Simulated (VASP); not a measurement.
# WSe2 in VASP: single point with PBEsol

Aim: the single point of WSe2 with PBEsol.

Everything below comes from runs of VASP 6.6.1. Logs are shortened: lines on timing, memory, paths and dates and some standing lists are left out, and cuts for length are marked.

## 1. The cell of the first run

The cell holds a slab with vacuum, 3 atoms: a = 3.717 Å, b = 3.594 Å, c = 17.773 Å, α = 87.45°, β = 86.15°, γ = 124.42°.

## 2. Single point, PBEsol (atoms moved at random and the cell strained at random)

Contents of INCAR:

```
SYSTEM = WSe2
PREC = Accurate ; ENCUT = 520
EDIFF = 1E-6 ; ISMEAR = 0
SIGMA = 0.05 ; LREAL = .FALSE.
LASPH = .TRUE. ; NELM = 80
ALGO = Normal ; ISIF = 2
LWAVE = .FALSE. ; LCHARG = .TRUE.
GGA = PS ; LELF = .TRUE.
LVHAR = .TRUE. ; NBANDS = 20
```

Contents of KPOINTS:

```
Automatic mesh
0
G
  12 12 2
  0 0 0
```

Contents of POSCAR:

```
WSe2
1.0
    3.7137827108     -0.1066737754      0.1234621904
   -1.9492735548      3.0177805276      0.0836412524
    0.6290126659      0.8552175117     17.7412949781
W Se
1 2
Direct
   -0.0064248550     -0.0075456062     -0.0000909386
    0.2987818336      0.6616671670      0.1038208354
    0.3743096881      0.6792117725      0.8962701033
```

Potentials or basis: VASP PAW PBE potentials, release 64 (W_sv, Se).

Launch:

```
> cat potpaw_PBE.64/W_sv/POTCAR potpaw_PBE.64/Se/POTCAR > POTCAR
> mpirun -np 1 vasp_std > vasp.out
```

OUTCAR:

```text
SYSTEM = WSe2
   PREC = Accurate
   ENCUT = 520
   EDIFF = 1E-6
   ISMEAR = 0
   LREAL = .FALSE.
   LASPH = .TRUE.
   NELM = 80
   ISIF = 2
   GGA = PS

 ion  position               nearest neighbor table
   1  0.994  0.992  1.000-   3 2.60   2 2.68   2 2.78   3 2.79   2 2.84   3 2.88
   2  0.299  0.662  0.104-   1 2.68   1 2.78   1 2.84
   3  0.374  0.679  0.896-   1 2.60   1 2.79   1 2.88

  LATTYP: Found a triclinic cell.
 ALAT       =     5.9388866581
 B/A-ratio  =     0.5742514844
 C/A-ratio  =     3.0160033625
 COS(alpha) =     0.0164648471
 COS(beta)  =     0.1071222674
 COS(gamma) =     0.8390325352

  Lattice vectors:

 A1 = (   0.1847643988,  -5.9288872798,  -0.2907446952)
 A2 = (  -1.7645091560,  -2.9111067522,  -0.2071034428)
 A3 = (   3.0847700449,  -0.9618912871, -17.6178327877)

Analysis of symmetry for initial positions (statically):
=====================================================================
 Subroutine PRICEL returns:
 Original cell was already a primitive cell.

 Routine SETGRP: Setting up the symmetry group for a
 triclinic supercell.

 Subroutine GETGRP returns: Found  1 space group operations
 (whereof  1 operations were pure point group operations)
 out of a pool of  2 trial point group operations.

The static configuration has the point symmetry C_1 .

Analysis of symmetry for dynamics (positions and initial velocities):
=====================================================================
 Subroutine PRICEL returns:
 Original cell was already a primitive cell.

 Routine SETGRP: Setting up the symmetry group for a
 triclinic supercell.

 Subroutine GETGRP returns: Found  1 space group operations
 (whereof  1 operations were pure point group operations)
 out of a pool of  2 trial point group operations.

The dynamic configuration has the point symmetry C_1 .

 Subroutine INISYM returns: Found  1 space group operations
 (whereof  1 operations are pure point group operations),
 and found     1 'primitive' translations

----------------------------------------------------------------------------------------

                                     Primitive cell

  volume of cell :     194.4330

  direct lattice vectors                    reciprocal lattice vectors
     3.713782711 -0.106673775  0.123462190     0.274993524  0.178134663 -0.018336784
    -1.949273555  3.017780528  0.083641252     0.010276642  0.338469659 -0.016680255
     0.629012666  0.855217512 17.741294978    -0.001962137 -0.002835358  0.056571916

  length of vectors
     3.717365227  3.593558482 17.773030170     0.328160988  0.339036208  0.056676900

  position of ions in fractional coordinates (direct lattice)
     0.993575145  0.992454394  0.999909061
     0.298781834  0.661667167  0.103820835
     0.374309688  0.679211772  0.896270103

  ion indices of the primitive-cell ions
   primitive index   ion index
                 1           1
                 2           2
                 3           3

----------------------------------------------------------------------------------------

 KPOINTS: Automatic mesh

Automatic generation of k-mesh.
 Grid dimensions read from file:
 generate k-points for:   12   12    2

 Generating k-lattice:

  Cartesian coordinates                     Fractional coordinates (reciprocal lattice)
     0.022916127  0.014844555 -0.001528065     0.083333333 -0.000000000  0.000000000
     0.000856387  0.028205805 -0.001390021     0.000000000  0.083333333 -0.000000000
    -0.000981069 -0.001417679  0.028285958     0.000000000 -0.000000000  0.500000000

  Length of vectors
     0.027346749  0.028253017  0.028338450

  Shift w.r.t. Gamma in fractional coordinates (k-lattice)
     0.000000000  0.000000000  0.000000000

 Subroutine IBZKPT returns following result:
 ===========================================

 Found    148 irreducible k-points:

 Following reciprocal coordinates:
            Coordinates               Weight
  0.000000  0.000000  0.000000      1.000000
  0.083333 -0.000000  0.000000      2.000000
  0.166667 -0.000000  0.000000      2.000000
  0.250000  0.000000  0.000000      2.000000
  0.333333  0.000000  0.000000      2.000000
  0.416667 -0.000000  0.000000      2.000000
[... 16 lines left out ...]
  0.250000  0.166667  0.000000      2.000000
  0.333333  0.166667  0.000000      2.000000
 [... further k-points ...]
   k-points           NKPTS =    148   k-points in BZ     NKDIM =    148   number of bands    NBANDS=     20
   number of dos      NEDOS =    301   number of ions     NIONS =      3
   total plane-waves  NPLWV = 109760
   dimension x,y,z NGX =    28 NGY =   28 NGZ =  140
   dimension x,y,z NGXF=    56 NGYF=   56 NGZF=  280
   ions per type =               1   2
   NGX,Y,Z   is equivalent  to a cutoff of  12.52, 12.95, 13.10 a.u.
   NGXF,Y,Z  is equivalent  to a cutoff of  25.04, 25.91, 26.19 a.u.
 SYSTEM =  WSe2
   PREC   = accura    normal or accurate (medium, high low for compatibility)
   ISTART =      0    job   : 0-new  1-cont  2-samecut
   ICHARG =      2    charge: 1-file 2-atom 10-const
   ISPIN  =      1    spin polarized calculation?
   LNONCOLLINEAR =      F non collinear calculations
   LSORBIT =      F    spin-orbit coupling
   LASPH  =      T    aspherical Exc in radial PAW
   ENCUT  =  520.0 eV  38.22 Ry    6.18 a.u.   6.91  6.68 33.05*2*pi/ulx,y,z
   NELM   =     80;   NELMIN=  2; NELMDL= -5     # of ELM steps
   EDIFF  = 0.1E-05   stopping-criterion for ELM
   LREAL  =      F    real-space projection
   EDIFFG = 0.1E-04   stopping-criterion for IOM
   NSW    =      0    number of steps for IOM
   IBRION =     -1    ionic relax: 0-MD 1-quasi-New 2-CG
   NFREE  =      0    steps in history (QN), initial steepest desc. (CG)
   ISIF   =      2    stress and relaxation
   ISYM   =      2    0-nonsym 1-usesym 2-fastsym
   POTIM  = 0.5000    time-step for ionic-motion
   TEBEG  =    0.0;   TEEND  =   0.0 temperature during run
   PSTRESS=    0.0 pullay stress
   NELECT =      26.0000    total number of electrons
   NUPDOWN=      -1.0000    fix difference up-down
   EMIN   =  10.00;   EMAX   =-10.00  energy-range for DOS
   EFERMI =   0.00;   METHOD = LEGACY
   ISMEAR =     0;   SIGMA  =   0.05  broadening in eV -4-tet -1-fermi 0-gaus
   EFERMI_NEDOS =   21; number of points for ismear=-14 and -15
   IALGO  =     38    algorithm
   IMIX   =      4    mixing-type and parameters
     AMIX     =   0.40;   BMIX     =  1.00
     AMIX_MAG =   1.60;   BMIX_MAG =  1.00
  volume/ion in A,a.u.               =      64.81       437.37
  Fermi-wavevector in a.u.,A,eV,Ry     =   0.837162  1.582006  9.535502  0.700840
  Thomas-Fermi vector in A             =   1.951006
   LORBIT       =      0    0 simple, 1 ext, 2 COOP (PROOUT), +10 PAW based schemes
   GGA     = PS    functional components
   LHFCALC =     F    Hartree Fock is set to
   AEXX    =    0.0000 exact exchange contribution
   IVDW    =     0    specifies the selected vdW correction
   LEPSILON=     F    determine dielectric tensor
   LRPA    =     F    only Hartree local field effects (RPA)
 non-spin polarized calculation
 Gauss-broadening in eV      SIGMA  =   0.05
  energy-cutoff  :      520.00
  volume of cell :      194.43
 maximum number of plane-waves:      5278
   NGX = 13   NGY = 13   NGZ = 65

 number of electron      25.9999998 magnetization

 Free energy of the ion-electron system (eV)
  ---------------------------------------------------
  ext. energy  EPLUGINS =         0.00000000
  ---------------------------------------------------
  free energy    TOTEN  =       -21.55203539 eV

  energy without entropy =      -21.55203539  energy(sigma->0) =      -21.55203539

 E-fermi :  -1.2819     XC(G=0):  -4.3640

 val. band max:       -1.6501481434   @ k =   0.3333   0.3333   0.0000
 cond. band min:      -0.5848400567   @ k =   0.3333   0.3333   0.5000
 fundamental gap:      1.0653080867
 Fermi energy:        -1.2819208326

 k-point     1 :       0.0000    0.0000    0.0000
  band No.  band energies     occupation
      1     -76.2310      2.00000
      2     -40.3481      2.00000
      3     -40.3005      2.00000
      4     -40.1939      2.00000
      5     -15.2207      2.00000
      6     -14.5367      2.00000
[... 12 lines left out ...]
     19       3.2718      0.00000
     20       3.2949      0.00000

 k-point     2 :       0.0833   -0.0000    0.0000
  band No.  band energies     occupation
      1     -76.2308      2.00000
      2     -40.3493      2.00000
      3     -40.3003      2.00000
      4     -40.1997      2.00000
      5     -15.1507      2.00000
      6     -14.4940      2.00000
[... 12 lines left out ...]
     19       3.3750      0.00000
     20       3.4771      0.00000

 k-point     3 :       0.1667   -0.0000    0.0000
  band No.  band energies     occupation
      1     -76.2302      2.00000
      2     -40.3530      2.00000
      3     -40.2999      2.00000
      4     -40.2149      2.00000
      5     -14.9513      2.00000
      6     -14.3730      2.00000
[... 12 lines left out ...]
     19       3.6984      0.00000
     20       3.8868      0.00000

 k-point     4 :       0.2500    0.0000    0.0000
  band No.  band energies     occupation
      1     -76.2293      2.00000
      2     -40.3589      2.00000
      3     -40.3006      2.00000
      4     -40.2334      2.00000
      5     -14.6558      2.00000
      6     -14.1959      2.00000
[... 12 lines left out ...]
     19       4.1448      0.00000
     20       4.3498      0.00000

 k-point     5 :       0.3333    0.0000    0.0000
  band No.  band energies     occupation
      1     -76.2285      2.00000
      2     -40.3662      2.00000
      3     -40.3039      2.00000
      4     -40.2479      2.00000
      5     -14.3257      2.00000
      6     -14.0024      2.00000
[... 12 lines left out ...]
     19       4.2450      0.00000
     20       4.8513      0.00000

 k-point     6 :       0.4167   -0.0000    0.0000
  band No.  band energies     occupation
      1     -76.2279      2.00000
      2     -40.3728      2.00000
      3     -40.3084      2.00000
      4     -40.2550      2.00000
      5     -14.0544      2.00000
      6     -13.8484      2.00000
[... 12 lines left out ...]
     19       4.2548      0.00000
     20       4.9923      0.00000

 k-point     7 :       0.5000    0.0000    0.0000
  band No.  band energies     occupation
      1     -76.2277      2.00000
      2     -40.3755      2.00000
      3     -40.3104      2.00000
      4     -40.2569      2.00000
      5     -13.9467      2.00000
      6     -13.7891      2.00000
[... 12 lines left out ...]
     19       4.2852      0.00000
     20       4.8839      0.00000
[... 277 lines left out ...]
 k-point    20 :       0.0000    0.1667    0.0000
  band No.  band energies     occupation
      1     -76.2300      2.00000
      2     -40.3546      2.00000
      3     -40.2986      2.00000
      4     -40.2178      2.00000
      5     -14.9309      2.00000
      6     -14.3508      2.00000
[... 12 lines left out ...]
     19       3.7263      0.00000
     20       3.9175      0.00000

 k-point    21 :       0.0833    0.1667    0.0000
  band No.  band energies     occupation
      1     -76.2293      2.00000
      2     -40.3543      2.00000
      3     -40.2997      2.00000
      4     -40.2372      2.00000
      5     -14.7204      2.00000
      6     -14.2156      2.00000
[... 12 lines left out ...]
     19       4.0386      0.00000
     20       4.2938      0.00000

 k-point    22 :       0.1667    0.1667    0.0000
  band No.  band energies     occupation
      1     -76.2285      2.00000
      2     -40.3576      2.00000
      3     -40.3043      2.00000
      4     -40.2525      2.00000
      5     -14.4350      2.00000
      6     -14.0417      2.00000
[... 12 lines left out ...]
     19       4.4155      0.00000
     20       4.6714      0.00000

 k-point    23 :       0.2500    0.1667    0.0000
  band No.  band energies     occupation
      1     -76.2279      2.00000
      2     -40.3643      2.00000
      3     -40.3108      2.00000
      4     -40.2593      2.00000
      5     -14.1414      2.00000
      6     -13.8723      2.00000
[... 12 lines left out ...]
     19       4.6007      0.00000
     20       5.1935      0.00000

 k-point    24 :       0.3333    0.1667    0.0000
  band No.  band energies     occupation
      1     -76.2275      2.00000
      2     -40.3723      2.00000
      3     -40.3135      2.00000
      4     -40.2603      2.00000
      5     -13.9309      2.00000
      6     -13.7602      2.00000
[... 12 lines left out ...]
     19       4.7548      0.00000
     20       5.6154      0.00000

 [... further k-points ...]
[... 5 lines left out ...]
  --------------------------------------------------------------------------------------
  -------------------------------------------------------------------------------------
  Total      -10.5539073     -7.3126894    -11.0509278      1.2611970     -2.0561861     -0.2007846
  in kB      -86.9668988    -60.2584332    -91.0624756     10.3925861    -16.9435004     -1.6545169
  external PRESSURE =     -79.4292692 kB  Pullay stress =       0.0000000 kB

 VOLUME and BASIS-vectors are now :
 -----------------------------------------------------------------------------
  energy-cutoff  :      520.00
  volume of cell :      194.43
      direct lattice vectors                 reciprocal lattice vectors
     3.713782711 -0.106673775  0.123462190     0.274993524  0.178134663 -0.018336784
    -1.949273555  3.017780528  0.083641252     0.010276642  0.338469659 -0.016680255
     0.629012666  0.855217512 17.741294978    -0.001962137 -0.002835358  0.056571916

 POSITION                                       TOTAL-FORCE (eV/Angst)
 -----------------------------------------------------------------------------------
      2.38431      3.74416     17.94536        -0.025129      0.219014      0.188472
     -0.11485      2.05368      1.93415         0.040432     -0.581956     -3.073460
      0.62990      2.77629     16.00402        -0.015303      0.362942      2.884988
 -----------------------------------------------------------------------------------
    total drift:                                0.000067      0.000080      0.000036

  FREE ENERGIE OF THE ION-ELECTRON SYSTEM (eV)
  ---------------------------------------------------
  free  energy   TOTEN  =       -21.5520353930 eV

  energy  without entropy=      -21.5520353930  energy(sigma->0) =      -21.55203539
```

Wall time 10 min (1 thread of Oxide Virtual Turin-like, shared host); peak memory 0.7 GiB.

What came out:

| Property | Result |
| --- | --- |
| Free energy | -21.5520 eV |
| Largest force | 3.128 eV/Å |
| Band gap on the k mesh | 1.07 eV, direct |

Forces in eV/Å, atoms in the order of the input:
```
W   -0.025  0.219  0.188
Se   0.040 -0.582 -3.073
Se  -0.015  0.363  2.885
```

Levels at points of the mesh, in eV from the valence-band top:
```csv
k point,band 9,band 10,band 11,band 12,band 13,band 14,band 15,band 16,band 17,band 18
"(0.00, 0.00, 0.00)",-2.10,-1.31,-1.28,-0.93,-0.26,1.59,1.80,2.21,2.44,3.26
"(0.50, 0.00, 0.00)",-3.44,-2.56,-1.96,-1.00,-0.72,1.29,2.11,2.61,2.89,3.83
"(0.00, 0.50, 0.00)",-3.45,-2.88,-1.90,-1.43,-0.53,1.52,2.07,2.49,2.95,3.79
"(0.50, 0.50, 0.00)",-3.55,-2.24,-1.97,-0.89,-0.46,1.53,1.82,2.72,2.93,3.64
"(0.00, 0.00, 0.50)",-2.10,-1.31,-1.28,-0.93,-0.26,1.59,1.80,2.21,2.44,3.27
"(0.50, 0.00, 0.50)",-3.44,-2.56,-1.96,-1.00,-0.72,1.29,2.11,2.61,2.89,3.83
"(0.00, 0.50, 0.50)",-3.45,-2.88,-1.90,-1.43,-0.53,1.52,2.07,2.49,2.95,3.79
"(0.50, 0.50, 0.50)",-3.55,-2.24,-1.97,-0.89,-0.46,1.53,1.82,2.72,2.93,3.64
```

Caveat: the cell differs from its parent crystal (atoms moved at random and the cell strained at random); the PAW data sets were made with another functional, which shifts forces and pressure a little; spin-orbit coupling is left out, which moves the levels of the heavy elements.
